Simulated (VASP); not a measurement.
# C (P6_3/mmc) in VASP: a series of runs

The runs below take C through single point, relaxation of cell and atoms, with revPBE.

All numbers are computed with VASP 6.6.1; they aren't measurements. Logs are shortened: lines on timing, memory, paths and dates and some standing lists are left out, and cuts for length are marked.

## Step 1: The cell of the first run

It takes space group P6_3/mmc (No. 194, hexagonal). The conventional cell has a = 2.475 Å, b = 2.475 Å, c = 10.197 Å, α = 90.00°, β = 90.00°, γ = 120.00°. C (site symmetry -6m2) has 3 C at 1.43 Å within 1.9 Å. Within 1.9 Å of C (site symmetry -6m2) lie 3 C at 1.43 Å.

## Step 2: Single point, revPBE

Input file INCAR:

```
SYSTEM = C
PREC = Accurate
ENCUT = 520
EDIFF = 1E-6
ISMEAR = -1
SIGMA = 0.05
LREAL = .FALSE.
LASPH = .TRUE.
NELM = 100
ALGO = Normal
ISIF = 2
LWAVE = .FALSE.
LCHARG = .TRUE.
GGA = RE
LELF = .TRUE.
LVHAR = .TRUE.
NBANDS = 16
```

Input file KPOINTS:

```
Automatic mesh
0
G
  8 8 3
  0 0 0
```

Input file POSCAR:

```
C
1.0
    2.4746093713      0.0000000000      0.0000000000
   -1.2373046857      2.1430745800      0.0000000000
    0.0000000000      0.0000000000     10.1967199919
C
4
Direct
    0.0000000000      0.0000000000      0.2500000000
    1.0000000000      1.0000000000      0.7500000000
    0.3333333333      0.6666666667      0.2500000000
    0.6666666667      0.3333333333      0.7500000000
```

Potentials or basis: VASP PAW PBE potentials, release 64 (C).

The run is started by

```console
> cat potpaw_PBE.64/C/POTCAR > POTCAR
> mpirun -np 1 vasp_std > vasp.out
```

OUTCAR:

```text
SYSTEM = C
   PREC = Accurate
   ENCUT = 520
   EDIFF = 1E-6
   ISMEAR = -1
   LREAL = .FALSE.
   LASPH = .TRUE.
   NELM = 100
   ISIF = 2
   GGA = RE

 ion  position               nearest neighbor table
   1  0.000  0.000  0.250-   3 1.43   3 1.43   3 1.43
   2  0.000  0.000  0.750-   4 1.43   4 1.43   4 1.43
   3  0.333  0.667  0.250-   1 1.43   1 1.43   1 1.43
   4  0.667  0.333  0.750-   2 1.43   2 1.43   2 1.43

  LATTYP: Found a hexagonal cell.
 ALAT       =     2.4746093713
 C/A-ratio  =     4.1205372089

  Lattice vectors:

 A1 = (   2.4746093713,   0.0000000000,   0.0000000000)
 A2 = (  -1.2373046857,   2.1430745800,   0.0000000000)
 A3 = (   0.0000000000,   0.0000000000,  10.1967199919)

Analysis of symmetry for initial positions (statically):
=====================================================================
 Subroutine PRICEL returns:
 Original cell was already a primitive cell.

 Routine SETGRP: Setting up the symmetry group for a
 hexagonal supercell.

 Subroutine GETGRP returns: Found 24 space group operations
 (whereof 12 operations were pure point group operations)
 out of a pool of 24 trial point group operations.

The static configuration has the point symmetry D_3d.
 The point group associated with its full space group is D_6h.

Analysis of symmetry for dynamics (positions and initial velocities):
=====================================================================
 Subroutine PRICEL returns:
 Original cell was already a primitive cell.

 Routine SETGRP: Setting up the symmetry group for a
 hexagonal supercell.

 Subroutine GETGRP returns: Found 24 space group operations
 (whereof 12 operations were pure point group operations)
 out of a pool of 24 trial point group operations.

The dynamic configuration has the point symmetry D_3d.
 The point group associated with its full space group is D_6h.

 Subroutine INISYM returns: Found 24 space group operations
 (whereof 12 operations are pure point group operations),
 and found     1 'primitive' translations

----------------------------------------------------------------------------------------

                                     Primitive cell

  volume of cell :      54.0760

  direct lattice vectors                    reciprocal lattice vectors
     2.474609371  0.000000000  0.000000000     0.404104184  0.233309659  0.000000000
    -1.237304686  2.143074580  0.000000000     0.000000000  0.466619318  0.000000000
     0.000000000  0.000000000 10.196719992     0.000000000  0.000000000  0.098070752

  length of vectors
     2.474609371  2.474609371 10.196719992     0.466619318  0.466619318  0.098070752

  position of ions in fractional coordinates (direct lattice)
     0.000000000  0.000000000  0.250000000
     0.000000000  0.000000000  0.750000000
     0.333333333  0.666666667  0.250000000
     0.666666667  0.333333333  0.750000000

  ion indices of the primitive-cell ions
   primitive index   ion index
                 1           1
                 2           2
                 3           3
                 4           4

----------------------------------------------------------------------------------------

 KPOINTS: Automatic mesh

Automatic generation of k-mesh.
 Grid dimensions read from file:
 generate k-points for:    8    8    3

 Generating k-lattice:

  Cartesian coordinates                     Fractional coordinates (reciprocal lattice)
     0.050513023  0.029163707  0.000000000     0.125000000  0.000000000  0.000000000
     0.000000000  0.058327415  0.000000000     0.000000000  0.125000000  0.000000000
     0.000000000  0.000000000  0.032690251     0.000000000  0.000000000  0.333333333

  Length of vectors
     0.058327415  0.058327415  0.032690251

  Shift w.r.t. Gamma in fractional coordinates (k-lattice)
     0.000000000  0.000000000  0.000000000

 Subroutine IBZKPT returns following result:
 ===========================================

 Found     20 irreducible k-points:

 Following reciprocal coordinates:
            Coordinates               Weight
[... 45 lines left out ...]
 fundamental gap:      1.9441917528
 Fermi energy:         1.6550669344

 k-point     1 :       0.0000    0.0000    0.0000
  band No.  band energies     occupation
      1     -17.8138      2.00000
      2     -17.8091      2.00000
      3      -5.9121      2.00000
      4      -5.7884      2.00000
      5      -1.3489      2.00000
      6      -1.3489      2.00000
[... 8 lines left out ...]
     15       9.9379      0.00000
     16      13.0374      0.00000

 k-point     2 :       0.1250    0.0000    0.0000
  band No.  band energies     occupation
      1     -17.4466      2.00000
      2     -17.4420      2.00000
      3      -5.4754      2.00000
      4      -5.3548      2.00000
      5      -2.7372      2.00000
      6      -2.7369      2.00000
[... 8 lines left out ...]
     15      11.4283      0.00000
     16      11.8278      0.00000

 k-point     3 :       0.2500    0.0000    0.0000
  band No.  band energies     occupation
      1     -16.3543      2.00000
      2     -16.3503      2.00000
      3      -5.7456      2.00000
      4      -5.7447      2.00000
      5      -4.1952      2.00000
      6      -4.0846      2.00000
[... 8 lines left out ...]
     15      10.9684      0.00000
     16      14.9886      0.00000

 k-point     4 :       0.3750    0.0000    0.0000
  band No.  band energies     occupation
      1     -14.5765      2.00000
      2     -14.5732      2.00000
      3      -9.0150      2.00000
      4      -9.0134      2.00000
      5      -4.3416      2.00000
      6      -4.3413      2.00000
[... 8 lines left out ...]
     15      13.1357      0.00000
     16      16.2240      0.00000
[... 248 lines left out ...]
 k-point    18 :       0.3750    0.1250    0.3333
  band No.  band energies     occupation
      1     -13.2275      2.00000
      2     -13.2261      2.00000
      3     -10.3144      2.00000
      4     -10.3135      2.00000
      5      -5.7130      2.00000
      6      -5.7126      2.00000
[... 8 lines left out ...]
     15      14.6264      0.00000
     16      14.7369      0.00000

 k-point    19 :       0.2500    0.2500    0.3333
  band No.  band energies     occupation
      1     -13.5491      2.00000
      2     -13.5477      2.00000
      3      -8.8633      2.00000
      4      -8.8629      2.00000
      5      -7.2163      2.00000
      6      -7.2160      2.00000
[... 8 lines left out ...]
     15      14.0439      0.00000
     16      14.1428      0.00000

 k-point    20 :       0.3750    0.2500    0.3333
  band No.  band energies     occupation
      1     -11.6701      2.00000
      2     -11.6695      2.00000
      3     -10.7556      2.00000
      4     -10.7553      2.00000
      5      -7.9995      2.00000
      6      -7.9990      2.00000
[... 8 lines left out ...]
     15      13.9398      0.00000
     16      14.3120      0.00000

------------------------ aborting loop because EDIFF is reached ----------------------------------------

  FORCE on cell =-STRESS in cart. coord.  units (eV):
  Direction    XX          YY          ZZ          XY          YZ          ZX
  --------------------------------------------------------------------------------------
  -------------------------------------------------------------------------------------
  Total        0.1376610      0.1376610     -0.0029986     -0.0000000      0.0000000      0.0000000
  in kB        4.0786574      4.0786574     -0.0888430     -0.0000000      0.0000000      0.0000000
  external PRESSURE =       2.6894906 kB  Pullay stress =       0.0000000 kB

 VOLUME and BASIS-vectors are now :
 -----------------------------------------------------------------------------
  energy-cutoff  :      520.00
  volume of cell :       54.08
      direct lattice vectors                 reciprocal lattice vectors
     2.474609371  0.000000000  0.000000000     0.404104184  0.233309659  0.000000000
    -1.237304686  2.143074580  0.000000000     0.000000000  0.466619318  0.000000000
     0.000000000  0.000000000 10.196719992     0.000000000  0.000000000  0.098070752

 POSITION                                       TOTAL-FORCE (eV/Angst)
 -----------------------------------------------------------------------------------
      0.00000      0.00000      2.54918         0.000000     -0.000000     -0.000000
      0.00000      0.00000      7.64754        -0.000000      0.000000      0.000000
     -0.00000      1.42872      2.54918         0.000000      0.000000     -0.000000
      1.23730      0.71436      7.64754        -0.000000      0.000000      0.000000
 -----------------------------------------------------------------------------------
    total drift:                                0.000000      0.000000      0.000000

  FREE ENERGIE OF THE ION-ELECTRON SYSTEM (eV)
  ---------------------------------------------------
  free  energy   TOTEN  =       -35.5160781762 eV

  energy  without entropy=      -35.5160781738  energy(sigma->0) =      -35.51607818
```

Run time: 26 s. Hardware: 1 thread of AMD EPYC 7R43 (Zen 3), shared host; peak memory 0.12 GiB.

Results:

```
Free energy            : -35.5161 eV
Pressure               : 0.3 GPa
Band gap on the k mesh : 1.94 eV, direct
```

Levels at points of the mesh, in eV from the valence-band top:
| k point | band 5 | band 6 | band 7 | band 8 | band 9 | band 10 | band 11 | band 12 |
| --- | --- | --- | --- | --- | --- | --- | --- | --- |
| (0.00, 0.00, 0.00) | -2.04 | -2.04 | -2.04 | -2.04 | 3.98 | 6.02 | 8.37 | 9.25 |
| (0.50, 0.00, 0.00) | -5.39 | -5.39 | -1.36 | -1.33 | 2.67 | 2.72 | 8.24 | 8.25 |

Caveat: the PAW data sets were made with another functional, which shifts forces and pressure a little; this functional lacks dispersion, which binds the layers, so the pressure and a relaxed spacing across them are unreliable. A k mesh can miss the band edges.

## Step 3: Relaxation of cell and atoms, revPBE

This run uses another cell than the first one, of 8.82 Å³/atom, 0.653 times its volume.

Input file INCAR:

```
  PREC = Accurate
  ENCUT = 600
  EDIFF = 1E-7
  ISMEAR = -1
  SIGMA = 0.05
  LREAL = F
  LASPH = T
  NELM = 60
  ALGO = Normal
  ISIF = 3
  LWAVE = F
  LCHARG = F
  GGA = RE
  IBRION = 2
  NSW = 80
  EDIFFG = -0.01
```

Input file KPOINTS:

```
regular mesh
0
Gamma
  8 8 3
```

Input file POSCAR:

```
C
1.0
    2.4640014744      0.0000000000      0.0000000000
   -1.2320007372      2.1338878718      0.0000000000
    0.0000000000      0.0000000000      6.7110000000
C
4
Direct
    0.0000000000      0.0000000000      0.2500000000
    0.0000000000      0.0000000000      0.7500000000
    0.3333333333      0.6666666667      0.2500000000
    0.6666666667      0.3333333333      0.7500000000
```

Potentials or basis: VASP PAW PBE potentials, release 64 (C).

The run is started by

```console
> cat potpaw_PBE.64/C/POTCAR > POTCAR
> mpirun -np 1 vasp_std > vasp.out
```

Wall time 2.5 min (1 thread of AMD EPYC 7R43 (Zen 3), shared host); peak memory 0.11 GiB.

The run converged. Its results:

```
Free energy                            : -35.4885 eV
Relaxed volume                         : 11.01 Å³/atom
Relaxed cell                           : a = 2.475 Å, b = 2.475 Å, c = 8.307 Å, α = 90.00°, β = 90.00°, γ = 120.00°
Space group after relaxing (to 0.05 Å) : P6_3/mmc (No. 194)
Energy gained by relaxing              : 26.8 meV/atom
Ionic steps                            : 11
Pressure after relaxing                : 0.0 GPa
Band gap on the k mesh                 : 1.89 eV, indirect (the least direct gap lies 4.3 meV higher)
```

Step by step:
```
step  energy change (eV)  largest force (eV/Å)  pressure (GPa)  volume (Å³)
   1              0.0000                0.0000            4.74        35.29
   2              0.0033                0.0000           -5.20        36.63
   3             -0.0089                0.0000            0.00        35.90
   4             -0.0242                0.0000            0.00        36.47
   5             -0.0595                0.0000            0.13        38.16
   6             -0.0989                0.0000            0.48        41.55
   7             -0.0664                0.0000            0.15        48.28
   8             -0.1061                0.0000            0.57        43.08
   9             -0.1071                0.0000            0.59        43.92
  10             -0.0877                0.0000           -5.36        45.38
  11             -0.1074                0.0000            0.00        44.06
```

Final structure:
```cif
data_structure
_symmetry_space_group_name_H-M 'P 1'
_symmetry_Int_Tables_number 1
_cell_length_a 2.4748
_cell_length_b 2.4748
_cell_length_c 8.3066
_cell_angle_alpha 90.000
_cell_angle_beta 90.000
_cell_angle_gamma 120.000
_cell_volume 44.06
loop_
_atom_site_label
_atom_site_type_symbol
_atom_site_fract_x
_atom_site_fract_y
_atom_site_fract_z
_atom_site_occupancy
C1 C 0.00000 0.00000 0.25000 1
C2 C 0.00000 0.00000 0.75000 1
C3 C 0.33333 0.66667 0.25000 1
C4 C 0.66667 0.33333 0.75000 1
```

Levels at points of the mesh, in eV from the valence-band top:
```csv
k point,band 5,band 6,band 7,band 8,band 9,band 10,band 11,band 12
"(0.00, 0.00, 0.00)",-2.10,-2.10,-2.10,-2.10,4.44,8.04,9.18,9.18
"(0.50, 0.00, 0.00)",-5.45,-5.45,-1.49,-1.32,2.53,2.76,8.15,8.21
```

Caveat: the volume moved by over 15 % at a fixed basis, so the end points are rough; the PAW data sets were made with another functional, which shifts forces and pressure a little; this functional lacks dispersion, which binds the layers, so the pressure and a relaxed spacing across them are unreliable; the volume moved by +25 % from the deposited cell, more than functionals usually miss. revPBE gives volumes clearly too large for solids.

## Step 4: Single point, revPBE

Input file INCAR:

```
SYSTEM = C
PREC = Accurate
ENCUT = 520
EDIFF = 1E-6
ISMEAR = -1
SIGMA = 0.05
LREAL = .FALSE.
LASPH = .TRUE.
NELM = 100
ALGO = Normal
ISIF = 2
LWAVE = .FALSE.
LCHARG = .FALSE.
GGA = RE
NBANDS = 16
```

Input file KPOINTS:

```
Automatic mesh
0
G
  14 14 3
  0 0 0
```

Input file POSCAR:

```
C
1.0
    2.4746093713      0.0000000000      0.0000000000
   -1.2373046857      2.1430745800      0.0000000000
    0.0000000000      0.0000000000     10.1967199919
C
4
Direct
    0.0000000000      0.0000000000      0.2500000000
    1.0000000000      1.0000000000      0.7500000000
    0.3333333333      0.6666666667      0.2500000000
    0.6666666667      0.3333333333      0.7500000000
```

The run is started by

```console
> cat potpaw_PBE.64/C/POTCAR > POTCAR
> mpirun -np 1 vasp_std > vasp.out
```

Wall time 55 s (1 thread of AMD EPYC 7R43 (Zen 3), shared host); peak memory 0.13 GiB.

Results (log left out):

```
Free energy            : -35.5181 eV
Pressure               : 0.2 GPa
Band gap on the k mesh : 1.19 eV, direct
```

Stress tensor (GPa, compression positive):
```
 0.38  0.00  0.00
 0.00  0.38  0.00
 0.00  0.00 -0.01
```

Levels at points of the mesh, in eV from the valence-band top:
| k point | band 4 | band 5 | band 6 | band 7 | band 8 | band 9 | band 10 | band 11 | band 12 | band 13 |
| --- | --- | --- | --- | --- | --- | --- | --- | --- | --- | --- |
| (0.00, 0.00, 0.00) | -6.88 | -2.44 | -2.44 | -2.44 | -2.44 | 3.58 | 5.62 | 7.97 | 8.85 | 8.85 |
| (0.50, 0.00, 0.00) | -12.60 | -5.79 | -5.79 | -1.76 | -1.73 | 2.27 | 2.32 | 7.84 | 7.85 | 11.24 |

Caveat: the PAW data sets were made with another functional, which shifts forces and pressure a little; this functional lacks dispersion, which binds the layers, so the pressure and a relaxed spacing across them are unreliable. A k mesh can miss the band edges.

## Step 5: Single point, revPBE

Input file INCAR:

```
SYSTEM = C
  PREC = Accurate
  ENCUT = 520
  EDIFF = 1E-6
  ISMEAR = -1
  SIGMA = 0.1
  LREAL = .False.
  LASPH = .True.
  NELM = 100
  ALGO = Normal
  ISIF = 2
  LWAVE = .False.
  LCHARG = .True.
  GGA = RE
  LELF = .True.
  LVHAR = .True.
  NBANDS = 16
```

Input file KPOINTS:

```
regular mesh
0
Gamma
  7 7 2
  0 0 0
```

Input file POSCAR:

```
C
1.0
    2.4746097377      0.0000000000      0.0000000000
   -1.2373048688      2.1430748973      0.0000000000
    0.0000000000      0.0000000000     10.1967852839
C
4
Direct
    0.0000000000      1.0000000000      0.2500000000
    0.0000000000      0.0000000000      0.7500000000
    0.3333333333      0.6666666667      0.2500000000
    0.6666666667      0.3333333333      0.7500000000
```

The run is started by

```console
> cat potpaw_PBE.64/C/POTCAR > POTCAR
> mpirun -np 1 vasp_std > vasp.out
```

Wall time 31 s (1 thread of AMD EPYC 7R13, shared host); peak memory 0.12 GiB.

Results (log left out):

```
Free energy            : -35.5425 eV
Pressure               : 0.2 GPa
Band gap on the k mesh : 2.93 eV, direct
```

Stress tensor (GPa, compression positive):
```
 0.28  0.00  0.00
 0.00  0.28  0.00
 0.00  0.00 -0.01
```

Levels at points of the mesh, in eV from the valence-band top:
```
           k point  band 4  band 5  band 6  band 7  band 8  band 9  band 10  band 11  band 12  band 13
(0.00, 0.00, 0.00)   -6.02   -1.58   -1.58   -1.58   -1.58    4.44     6.48     8.83     9.71     9.71
(0.00, 0.00, 0.50)   -6.08   -1.58   -1.58   -1.58   -1.58    5.18     5.18     9.71     9.71     9.71
```

Caveat: the PAW data sets were made with another functional, which shifts forces and pressure a little; this functional lacks dispersion, which binds the layers, so the pressure and a relaxed spacing across them are unreliable. A k mesh can miss the band edges.

## Step 6: Summary

| task | cell | k mesh | cutoff (eV) | smearing | gap on the mesh (eV) | pressure (GPa) |
| --- | --- | --- | --- | --- | --- | --- |
| single point | a = 2.475, b = 2.475, c = 10.197 Å, angles 90.0, 90.0, 120.0°, 4 atoms | 8 × 8 × 3 | 520 | fermi-dirac 0.05 eV | 1.94 | 0.3 |
| relaxation of cell and atoms | relaxed from a = 2.464, b = 2.464, c = 6.711 Å, angles 90.0, 90.0, 120.0°, 4 atoms | 8 × 8 × 3 | 600 | fermi-dirac 0.05 eV | 1.89 | 0.0 |
| single point | a = 2.475, b = 2.475, c = 10.197 Å, angles 90.0, 90.0, 120.0°, 4 atoms | 14 × 14 × 3 | 520 | fermi-dirac 0.05 eV | 1.19 | 0.2 |
| single point | a = 2.475, b = 2.475, c = 10.197 Å, angles 90.0, 90.0, 120.0°, 4 atoms | 7 × 7 × 2 | 520 | fermi-dirac 0.1 eV | 2.93 | 0.2 |

Alike in all rows: level revPBE; potentials or basis VASP PAW PBE potentials, release 64 (C); no spin polarisation.

On the cell as given the gap runs from 1.19 eV (revPBE) to 2.93 eV (revPBE); the meshes differ, which moves gaps too.

Caveats: the PAW data sets were made with another functional, which shifts forces and pressure a little; this functional lacks dispersion, which binds the layers, so the pressure and a relaxed spacing across them are unreliable; the volume moved by over 15 % at a fixed basis, so the end points are rough (some runs); the volume moved by +25 % from the deposited cell, more than functionals usually miss (some runs).

Absolute energies hang on the potentials; compare differences alone.
